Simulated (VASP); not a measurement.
# H4C in VASP: a series of runs, part 2 of 2

VASP 6.6.1. Earlier steps stand in the parts before.

### 3 Single point, r2SCAN+D3(BJ)

File POSCAR:

```
H4C
1.0
    7.6834750000      0.0000000000      0.0000000000
    0.0000000000      7.6834750000      0.0000000000
    0.0000000000      0.0000000000      7.6834750000
C H
8 32
Direct
    0.1077637397      0.7592788419      0.3507787817
    0.1088309652      0.4167385200      0.9069854460
    0.4517096756      0.1091563388      0.8579321206
    0.6045311529     -0.0872652023      0.2748365811
    0.9040961284      0.8540536671      0.7861026424
    0.8016164561      0.3926478579      0.2774135401
    0.4712190773      0.6515801769      0.6625517751
    0.3003588871      0.2948405507      0.3839278451
    0.1984518724      0.8613160061      0.3901489886
    0.0554436632      0.7171624818      0.4758654125
    0.1689469934      0.6439534195      0.2922375618
   -0.0026940935      0.8141238177      0.2807323509
    0.0690572950      0.5085199080      1.0050660671
    0.0742112130      0.4457618460      0.7674001672
    0.0441206615      0.2928883090      0.9367506239
    0.2494314096      0.4100488386      0.9027295592
    0.4043352780      0.1705738614      0.9774743850
    0.3699237650      0.0172187715      0.7903585292
    0.5690654294      0.0282163995      0.8742008011
    0.4887371925      0.2132368492      0.7670227339
    0.5741282428     -0.0332531830      0.4064567139
    0.6617969083      0.0056615008      0.1779793648
    0.4795226118     -0.1362664680      0.2233885059
    0.6930978496     -0.2032934317      0.2802247681
    0.9061134448      0.9547763219      0.8976146861
    0.8295074820      0.7441684915      0.8463488200
    1.0294170281      0.8155424466      0.7333660876
    0.8111954552      0.8710641995      0.6805254133
    0.7261688234      0.3789170916      0.1558409444
    0.8521144404      0.2626936380      0.3084021227
    0.7066203768      0.4207991827      0.3801925561
    0.9008423923      0.4912360618      0.2778820781
    0.5215869122      0.7478907656      0.7597994397
    0.3632080536      0.5819762542      0.7266373614
    0.5669179636      0.5736597048      0.5915812832
    0.4163741016      0.7413442485      0.5615688214
    0.3470955525      0.4214108850      0.4362349067
    0.2951659243      0.1984388574      0.4837524688
    0.3980620748      0.2465941517      0.2918731433
    0.1725521330      0.2959077761      0.3202587371
```

File INCAR.step1:

```
SYSTEM = H4C
PREC = Accurate
ENCUT = 520
ISMEAR = -1
SIGMA = 0.05
LREAL = Auto
LASPH = .True.
NELM = 100
NBANDS = 58
GGA = PE
ALGO = Normal
EDIFF = 1E-4
LWAVE = .True.
LCHARG = .False.
```

File INCAR.step2:

```
SYSTEM = H4C
PREC = Accurate
ENCUT = 520
EDIFF = 1E-6
ISMEAR = -1
SIGMA = 0.05
LREAL = Auto
LASPH = .True.
NELM = 100
ALGO = Normal
ISIF = 2
LWAVE = .False.
LCHARG = .False.
METAGGA = R2SCAN
LMIXTAU = .True.
IVDW = 12
VDW_S6 = 1.0
VDW_S8 = 0.78981345
VDW_A1 = 0.49484001
VDW_A2 = 5.73083694
NBANDS = 58
ISTART = 1
```

File KPOINTS:

```
regular mesh
0
Gamma
  1 1 1
  0 0 0
```

Potentials or basis: VASP PAW PBE potentials, release 64 (C, H).

The run is started by

```sh
cat potpaw_PBE.64/C/POTCAR potpaw_PBE.64/H/POTCAR > POTCAR
cp INCAR.step1 INCAR
mpirun -np 1 vasp_gam > vasp.out
cp INCAR.step2 INCAR
mpirun -np 1 vasp_gam > vasp.out
```

OUTCAR:

```text
SYSTEM = H4C
   PREC = Accurate
   ENCUT = 520
   EDIFF = 1E-6
   ISMEAR = -1
   LREAL = Auto
   LASPH = .True.
   NELM = 100
   ISIF = 2
   METAGGA = R2SCAN
   IVDW = 12
   ISTART = 1
 IVDW          = 12

 ion  position               nearest neighbor table
   1  0.108  0.759  0.351-  12 1.09  10 1.09   9 1.09  11 1.10
   2  0.109  0.417  0.907-  13 1.08  16 1.08  15 1.10  14 1.13
   3  0.452  0.109  0.858-  18 1.08  17 1.09  20 1.10  19 1.10
   4  0.605  0.913  0.275-  23 1.10  21 1.12  22 1.12  24 1.12
[... 336 lines left out ...]
  -------------------------------------------------------------------------------------
  Total      -1.80985    -4.24718    -6.36214    -1.19868    -3.72354     1.71780
  in kB      -6.39262   -15.00163   -22.47195    -4.23390   -13.15206     6.06751
  external pressure =      -14.62 kB  Pullay stress =        0.00 kB

 VOLUME and BASIS-vectors are now :
 -----------------------------------------------------------------------------
  energy-cutoff  :      520.00
  volume of cell :      453.60
      direct lattice vectors                 reciprocal lattice vectors
     7.683475000  0.000000000  0.000000000     0.130149444  0.000000000  0.000000000
     0.000000000  7.683475000  0.000000000     0.000000000  0.130149444  0.000000000
     0.000000000  0.000000000  7.683475000     0.000000000  0.000000000  0.130149444

 POSITION                                       TOTAL-FORCE (eV/Angst)
 -----------------------------------------------------------------------------------
      0.82800      5.83390      2.69520        -0.202110     -0.144880      1.010709
      0.83620      3.20200      6.96880        -0.364797     -0.539374     -1.465231
      3.47070      0.83870      6.59190         1.337921      0.063750     -0.581503
      4.64490      7.01297      2.11170         0.034601     -0.590578     -0.372471
      6.94660      6.56210      6.04000        -1.564765     -0.407910      1.815178
      6.15920      3.01690      2.13150        -1.199702     -0.997799      0.266864
[... 32 lines left out ...]
      3.05850      1.89470      2.24260        -0.158364      0.184876     -0.054275
      1.32580      2.27360      2.46070         0.336760      0.422218      0.122130
 -----------------------------------------------------------------------------------
    total drift:                               -0.018464      0.004872     -0.005648

  FREE ENERGIE OF THE ION-ELECTRON SYSTEM (eV)
  ---------------------------------------------------
  free  energy   TOTEN  =      -199.4759923995 eV

  energy  without entropy=     -199.4759923995  energy(sigma->0) =     -199.47599240
```

OSZICAR.step1:

```text
N       E                     dE             d eps       ncg     rms          rms(c)
DAV:   1     0.358224627691E+03    0.35822E+03   -0.28629E+04   116   0.941E+02
DAV:   2    -0.157826627824E+03   -0.51605E+03   -0.48978E+03   166   0.203E+02
DAV:   3    -0.214477264829E+03   -0.56651E+02   -0.56263E+02   152   0.716E+01
DAV:   4    -0.216139756073E+03   -0.16625E+01   -0.16597E+01   136   0.147E+01
DAV:   5    -0.216178708104E+03   -0.38952E-01   -0.38936E-01   168   0.214E+00    0.243E+01
DAV:   6    -0.194331275506E+03    0.21847E+02   -0.39209E+01   128   0.185E+01    0.113E+01
DAV:   7    -0.191818891095E+03    0.25124E+01   -0.65231E+00   144   0.784E+00    0.679E+00
DAV:   8    -0.191258247013E+03    0.56064E+00   -0.19416E+00   144   0.438E+00    0.274E+00
DAV:   9    -0.191159481603E+03    0.98765E-01   -0.21390E-01   136   0.140E+00    0.856E-01
DAV:  10    -0.191169399902E+03   -0.99183E-02   -0.51110E-02   136   0.715E-01    0.230E-01
DAV:  11    -0.191172195613E+03   -0.27957E-02   -0.21653E-03   136   0.215E-01    0.110E-01
DAV:  12    -0.191172196971E+03   -0.13579E-05   -0.46277E-04   144   0.981E-02
   1 F= -.19117220E+03 E0= -.19117220E+03  d E =-.499329E-10
```

Run time: 2.7 min. Hardware: 1 thread of Intel Xeon Platinum 8375C at 2.90GHz (Ice Lake), shared host; peak memory 0.52 GiB.

What came out:

- Free energy: -199.4760 eV
- Pressure: -1.5 GPa
- Largest force: 2.431 eV/Å
- Band gap on the k mesh: 7.43 eV
- Dispersion energy per atom: -0.015 eV

Forces on the atoms (eV/Å):
```
C   -0.202 -0.145  1.011
C   -0.365 -0.539 -1.465
C    1.338  0.064 -0.582
C    0.035 -0.591 -0.372
C   -1.565 -0.408  1.815
C   -1.200 -0.998  0.267
C   -0.775  1.907 -0.113
C    0.491  0.326 -0.621
H    0.167 -0.075 -0.559
H   -0.153 -0.273 -0.017
H   -0.089  0.656 -0.167
H    0.292 -0.118 -0.361
H   -0.257  0.620 -0.208
H   -0.207  0.333  1.220
H    0.555  0.018  0.040
H    0.174 -0.444  0.436
H   -0.070 -0.672 -0.225
H   -1.017  0.212  0.142
H   -0.039  0.563  0.565
H   -0.157 -0.175  0.090
H    0.653 -0.118 -0.886
H   -0.510 -0.365  0.986
H    0.387  0.245 -0.033
H   -0.550  0.822  0.305
H    0.119 -0.781 -1.932
H    1.183  0.027  0.017
H    0.037  0.027  0.413
H    0.250  1.215 -0.225
H    0.505  0.397  0.200
H    0.244  0.310 -0.083
H    0.151  0.115 -0.117
H    0.234  0.148 -0.292
H    0.284 -1.058 -0.534
H    0.564 -0.067 -0.542
H    0.007 -0.060  0.733
H   -0.021 -0.711  0.479
H   -0.620 -0.658 -0.300
H   -0.053 -0.354  0.847
H   -0.158  0.185 -0.054
H    0.337  0.422  0.122
```

Caveat: the k points lie up to 0.82 Å⁻¹ apart; the PAW data sets were made with another functional, which shifts forces and pressure a little.
